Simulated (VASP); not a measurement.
# Ce: single point with LDA

Ce:

```xyz
1
Lattice="-1.9433 1.9433 1.9433 1.9433 -1.9433 1.9433 1.9433 1.9433 -1.9433" Properties=species:S:1:pos:R:3 pbc="T T T"
Ce    0.0000    0.0000    0.0000
```

This isn't the form of Ce at room conditions, which is fcc.

```yaml
Program: VASP 6.6.1
Task: single point
Functional: LDA
Potentials_or_basis: VASP PAW LDA potentials, release 64 (Ce)
Cutoff: 400 eV
k_mesh: 12 × 12 × 12
Occupations: methfessel-paxton, width 0.1 eV
Spin: collinear spin, ferromagnetic start
Starting_moments: "[1.0] μB"
Tolerance_level: tight
Purpose: restart
Start: from scratch
Further_INCAR_settings: ALGO = Normal; EDIFF = 1e-06
```

| Item | Value |
| --- | --- |
| Pressure | -7.5 GPa |
| Band gap on the k mesh | zero (filled and empty bands overlap) |
| Net moment | 0.00 μB per cell |
| Valence electrons inside the program's atomic spheres | Ce 9.80 |

Levels at points of the mesh, in eV from the Fermi level:
Spin up:
```csv
k point,band 3,band 4,band 5,band 6,band 7,band 8,band 9,band 10
"(0.00, 0.00, 0.00)",-16.02,-16.02,-2.97,0.09,0.09,0.09,0.79,0.79
"(0.50, 0.00, 0.00)",-16.70,-16.06,-1.99,-0.26,0.13,0.30,0.42,0.67
"(0.50, 0.50, 0.50)",-17.49,-17.49,-2.30,-2.30,0.19,0.44,0.44,0.44
```
Spin down:
```
           k point  band 4  band 5  band 6  band 7  band 8  band 9
(0.00, 0.00, 0.00)  -16.02   -2.97    0.09    0.09    0.09    0.79
(0.50, 0.00, 0.00)  -16.06   -1.99   -0.26    0.13    0.31    0.42
(0.50, 0.50, 0.50)  -17.49   -2.30   -2.30    0.19    0.44    0.44
```

Wall time 35 s on 1 thread of Intel(R) Xeon(R) 6975P-C (Granite Rapids), on a shared host, peak memory 0.16 GiB.

Caveat: the magnetic or orbital state may not be the lowest; the cell stands under tension; spin-orbit coupling is left out, which moves the levels of the heavy elements; semilocal functionals describe open f shells poorly, which spoils levels, moments and volumes. The state reached can hang on the start; a lower one may exist.
